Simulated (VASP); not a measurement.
# WSe2 (P6_3/mmc) in VASP: a series of runs, part 2 of 3

VASP 6.6.1.

## Step 3: Single point, r2SCAN

This run uses another cell than the first one, of 21.75 Å³/atom.

The input, POSCAR:

```
WSe2
1.0
    3.3152029494      0.0000000000      0.0000000000
   -1.6576014747      2.8710499729      0.0000000000
    0.0000000000      0.0000000000     13.7126257834
W Se
2 4
Direct
    0.3333333333      0.6666666667      0.2500000000
    0.6666666667      0.3333333333      0.7500000000
    0.3333333333      0.6666666667      0.6288303717
    0.6666666667      0.3333333333      0.1288303717
    0.3333333333      0.6666666667      0.8711696283
    0.6666666667      0.3333333333      0.3711696283
```

The input, INCAR.step1:

```
SYSTEM = WSe2
  ALGO = Normal
  EDIFF = 1E-4
  ENCUT = 520
  GGA = PE
  ISMEAR = 0
  LASPH = .True.
  LCHARG = .False.
  LREAL = .False.
  LWAVE = .True.
  NBANDS = 35
  NELM = 80
  PREC = Accurate
  SIGMA = 0.02
```

The input, INCAR.step2:

```
SYSTEM = WSe2
  ALGO = Normal
  EDIFF = 1E-7
  ENCUT = 520
  ISIF = 2
  ISMEAR = 0
  ISTART = 1
  LASPH = .True.
  LCHARG = .False.
  LMIXTAU = .True.
  LREAL = .False.
  LWAVE = .False.
  METAGGA = R2SCAN
  NBANDS = 35
  NELM = 80
  PREC = Accurate
  SIGMA = 0.02
```

The input, KPOINTS:

```
k-points
0
Gamma
  9 9 2
  0 0 0
```

Potentials or basis: VASP PAW PBE potentials, release 64 (W_sv, Se).

Command:

```bash
> cat potpaw_PBE.64/W_sv/POTCAR potpaw_PBE.64/Se/POTCAR > POTCAR
> cp INCAR.step1 INCAR
> mpirun -np 1 vasp_std > vasp.out
> cp INCAR.step2 INCAR
> mpirun -np 1 vasp_std > vasp.out
```

OUTCAR:

```text
SYSTEM = WSe2
   EDIFF = 1E-7
   ENCUT = 520
   ISIF = 2
   ISMEAR = 0
   ISTART = 1
   LASPH = .True.
   LREAL = .False.
   METAGGA = R2SCAN
   NELM = 80
   PREC = Accurate

 ion  position               nearest neighbor table
   1  0.333  0.667  0.250-   4 2.53   6 2.53   4 2.53   6 2.53   4 2.53   6 2.53
   2  0.667  0.333  0.750-   3 2.53   5 2.53   3 2.53   5 2.53   3 2.53   5 2.53
   3  0.333  0.667  0.629-   2 2.53   2 2.53   2 2.53
   4  0.667  0.333  0.129-   1 2.53   1 2.53   1 2.53
   5  0.333  0.667  0.871-   2 2.53   2 2.53   2 2.53
   6  0.667  0.333  0.371-   1 2.53   1 2.53   1 2.53

  LATTYP: Found a hexagonal cell.
 ALAT       =     3.3152029494
 C/A-ratio  =     4.1362854681

  Lattice vectors:

 A1 = (   3.3152029494,   0.0000000000,   0.0000000000)
 A2 = (  -1.6576014747,   2.8710499729,   0.0000000000)
 A3 = (   0.0000000000,   0.0000000000,  13.7126257834)

Analysis of symmetry for initial positions (statically):
=====================================================================
 Subroutine PRICEL returns:
 Original cell was already a primitive cell.

 Routine SETGRP: Setting up the symmetry group for a
 hexagonal supercell.

 Subroutine GETGRP returns: Found 24 space group operations
 (whereof 12 operations were pure point group operations)
 out of a pool of 24 trial point group operations.

The static configuration has the point symmetry D_3d.
 The point group associated with its full space group is D_6h.

Analysis of symmetry for dynamics (positions and initial velocities):
=====================================================================
 Subroutine PRICEL returns:
 Original cell was already a primitive cell.

 Routine SETGRP: Setting up the symmetry group for a
 hexagonal supercell.

 Subroutine GETGRP returns: Found 24 space group operations
 (whereof 12 operations were pure point group operations)
 out of a pool of 24 trial point group operations.

The dynamic configuration has the point symmetry D_3d.
 The point group associated with its full space group is D_6h.

 Subroutine INISYM returns: Found 24 space group operations
 (whereof 12 operations are pure point group operations),
 and found     1 'primitive' translations

----------------------------------------------------------------------------------------

                                     Primitive cell

  volume of cell :     130.5183

  direct lattice vectors                    reciprocal lattice vectors
     3.315202949  0.000000000  0.000000000     0.301640658  0.174152315  0.000000000
    -1.657601475  2.871049973  0.000000000     0.000000000  0.348304631  0.000000000
     0.000000000  0.000000000 13.712625783     0.000000000  0.000000000  0.072925493

  length of vectors
     3.315202949  3.315202949 13.712625783     0.348304631  0.348304631  0.072925493

  position of ions in fractional coordinates (direct lattice)
     0.333333333  0.666666667  0.250000000
     0.666666667  0.333333333  0.750000000
     0.333333333  0.666666667  0.628830372
     0.666666667  0.333333333  0.128830372
     0.333333333  0.666666667  0.871169628
     0.666666667  0.333333333  0.371169628
[... 33 lines left out ...]

 Found     24 irreducible k-points:

 Following reciprocal coordinates:
            Coordinates               Weight
  0.000000  0.000000  0.000000      1.000000
  0.111111  0.000000  0.000000      6.000000
  0.222222  0.000000  0.000000      6.000000
  0.333333 -0.000000  0.000000      6.000000
  0.444444  0.000000  0.000000      6.000000
  0.111111  0.111111  0.000000      6.000000
[... 16 lines left out ...]
  0.333333  0.222222  0.500000     12.000000
  0.333333  0.333333  0.500000      2.000000
   k-points           NKPTS =     24   k-points in BZ     NKDIM =     24   number of bands    NBANDS=     35
   number of dos      NEDOS =    301   number of ions     NIONS =      6
   total plane-waves  NPLWV =  84672
   dimension x,y,z NGX =    28 NGY =   28 NGZ =  108
   dimension x,y,z NGXF=    56 NGYF=   56 NGZF=  216
   ions per type =               2   4
   NGX,Y,Z   is equivalent  to a cutoff of  14.04, 14.04, 13.09 a.u.
   NGXF,Y,Z  is equivalent  to a cutoff of  28.08, 28.08, 26.19 a.u.
 SYSTEM =  WSe2
   PREC   = accura    normal or accurate (medium, high low for compatibility)
   ISTART =      1    job   : 0-new  1-cont  2-samecut
   ICHARG =      0    charge: 1-file 2-atom 10-const
   ISPIN  =      1    spin polarized calculation?
   LNONCOLLINEAR =      F non collinear calculations
   LSORBIT =      F    spin-orbit coupling
   LASPH  =      T    aspherical Exc in radial PAW
   ENCUT  =  520.0 eV  38.22 Ry    6.18 a.u.   6.16  6.16 25.50*2*pi/ulx,y,z
   NELM   =     80;   NELMIN=  2; NELMDL=  0     # of ELM steps
   EDIFF  = 0.1E-06   stopping-criterion for ELM
   LREAL  =      F    real-space projection
   EDIFFG = 0.1E-05   stopping-criterion for IOM
   NSW    =      0    number of steps for IOM
   IBRION =     -1    ionic relax: 0-MD 1-quasi-New 2-CG
   NFREE  =      0    steps in history (QN), initial steepest desc. (CG)
   ISIF   =      2    stress and relaxation
   ISYM   =      2    0-nonsym 1-usesym 2-fastsym
   POTIM  = 0.5000    time-step for ionic-motion
   TEBEG  =    0.0;   TEEND  =   0.0 temperature during run
   PSTRESS=    0.0 pullay stress
   NELECT =      52.0000    total number of electrons
   NUPDOWN=      -1.0000    fix difference up-down
   EMIN   =  10.00;   EMAX   =-10.00  energy-range for DOS
   EFERMI =   0.00;   METHOD = LEGACY
   ISMEAR =     0;   SIGMA  =   0.02  broadening in eV -4-tet -1-fermi 0-gaus
   EFERMI_NEDOS =   21; number of points for ismear=-14 and -15
   IALGO  =     38    algorithm
   IMIX   =      4    mixing-type and parameters
     AMIX     =   0.40;   BMIX     =  1.00
     AMIX_MAG =   1.60;   BMIX_MAG =  1.00
  volume/ion in A,a.u.               =      21.75       146.80
  Fermi-wavevector in a.u.,A,eV,Ry     =   1.204626  2.276412 19.743727  1.451123
  Thomas-Fermi vector in A             =   2.340345
   LORBIT       =      0    0 simple, 1 ext, 2 COOP (PROOUT), +10 PAW based schemes
   METAGGA = R2SCAN    functional components
   LHFCALC =     F    Hartree Fock is set to
   AEXX    =    0.0000 exact exchange contribution
   IVDW    =     0    specifies the selected vdW correction
   LEPSILON=     F    determine dielectric tensor
   LRPA    =     F    only Hartree local field effects (RPA)
 non-spin polarized calculation
 Gauss-broadening in eV      SIGMA  =   0.02
  energy-cutoff  :      520.00
  volume of cell :      130.52
 maximum number of plane-waves:      3534
 NGX is ok and might be reduce to    28
   NGX = 13   NGY = 13   NGZ = 51

 number of electron      51.9999998 magnetization

 Free energy of the ion-electron system (eV)
  ---------------------------------------------------
  ext. energy  EPLUGINS =         0.00000000
  ---------------------------------------------------
  free energy    TOTEN  =      -163.59304962 eV

  energy without entropy =     -163.59304962  energy(sigma->0) =     -163.59304962

 E-fermi :   5.3450     XC(G=0): -10.9045

 val. band max:        5.2103991668   @ k =   0.0000   0.0000   0.0000
 cond. band min:       6.6274323244   @ k =   0.3333   0.3333   0.0000
 fundamental gap:      1.4170331575
 Fermi energy:         5.3450478355

 k-point     1 :       0.0000    0.0000    0.0000
  band No.  band energies     occupation
      1     -71.0171      2.00000
      2     -71.0170      2.00000
      3     -34.5953      2.00000
      4     -34.5953      2.00000
      5     -34.4927      2.00000
      6     -34.4927      2.00000
[... 901 lines left out ...]
     34      10.0233      0.00000
     35      11.5967      0.00000

------------------------ aborting loop because EDIFF is reached ----------------------------------------

  FORCE on cell =-STRESS in cart. coord.  units (eV):
  Direction    XX          YY          ZZ          XY          YZ          ZX
  --------------------------------------------------------------------------------------
  -------------------------------------------------------------------------------------
  Total        0.2353610      0.2353610      0.2915429      0.0000000     -0.0000000      0.0000000
  in kB        2.8891734      2.8891734      3.5788335      0.0000000     -0.0000000      0.0000000
  external PRESSURE =       3.1190601 kB  Pullay stress =       0.0000000 kB

 VOLUME and BASIS-vectors are now :
 -----------------------------------------------------------------------------
  energy-cutoff  :      520.00
  volume of cell :      130.52
      direct lattice vectors                 reciprocal lattice vectors
     3.315202949  0.000000000  0.000000000     0.301640658  0.174152315  0.000000000
    -1.657601475  2.871049973  0.000000000     0.000000000  0.348304631  0.000000000
     0.000000000  0.000000000 13.712625783     0.000000000  0.000000000  0.072925493

 POSITION                                       TOTAL-FORCE (eV/Angst)
 -----------------------------------------------------------------------------------
     -0.00000      1.91403      3.42816        -0.000000      0.000000     -0.000000
      1.65760      0.95702     10.28447         0.000000     -0.000000     -0.000000
     -0.00000      1.91403      8.62292         0.000000     -0.000000     -0.044922
      1.65760      0.95702      1.76660        -0.000000      0.000000     -0.044922
     -0.00000      1.91403     11.94602         0.000000     -0.000000      0.044922
      1.65760      0.95702      5.08971        -0.000000      0.000000      0.044922
 -----------------------------------------------------------------------------------
    total drift:                               -0.000000      0.000000     -0.000000

  FREE ENERGIE OF THE ION-ELECTRON SYSTEM (eV)
  ---------------------------------------------------
  free  energy   TOTEN  =      -163.5930496197 eV

  energy  without entropy=     -163.5930496197  energy(sigma->0) =     -163.59304962
```

Run time: 8.4 min. Hardware: 1 thread of Intel Xeon Platinum 8488C (Sapphire Rapids), shared host; peak memory 0.35 GiB.

What came out:

```yaml
Free_energy: -163.5930 eV
Pressure: 0.3 GPa
Largest_force: 0.045 eV/Å
Band_gap_on_the_k_mesh: 1.42 eV (least direct gap 1.58 eV)
```

Forces on the atoms (eV/Å):
```
W    0.000  0.000  0.000
W    0.000  0.000  0.000
Se   0.000  0.000 -0.045
Se   0.000  0.000 -0.045
Se   0.000  0.000  0.045
Se   0.000  0.000  0.045
```

Caveat: the PAW data sets were made with another functional, which shifts forces and pressure a little; spin-orbit coupling is left out, which moves the levels of the heavy elements; an odd mesh through Γ misses points on the zone boundary, where band edges can lie.

(Part 2 of 3 ends here.)
